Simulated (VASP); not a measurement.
The system is MgS.

```
Mg S
1.0
     0.00000    2.60152    2.60152
     2.61062    0.00000    2.60152
     2.61062    2.60152    0.00000
Mg S
1 1
Direct
  0.00000 0.00000 0.00000
  0.50000 0.50000 0.50000
```

This cell differs from its parent crystal: uniaxial x strain +0.3%.

Program: VASP 6.6.1. Alike in all runs: task single point; potentials or basis VASP PAW PBE potentials, release 64 (Mg, S); no spin polarisation; cell as given; cutoff (eV) 520.

Order these runs on this cell by their band gap on the k mesh, lowest first.
A. level r2SCAN; k mesh 8 × 8 × 8; smearing gaussian 0.01 eV
B. level HSE06; k mesh 6 × 6 × 6; smearing gaussian 0.01 eV; grid for exact exchange (PRECFOCK) Normal; screening parameter 0.2079 1/Å
C. level PBE; k mesh 8 × 8 × 8; smearing fermi-dirac 0.02 eV

C (2.75 eV), A (3.41 eV), B (3.73 eV).

A k mesh can miss the band edges.
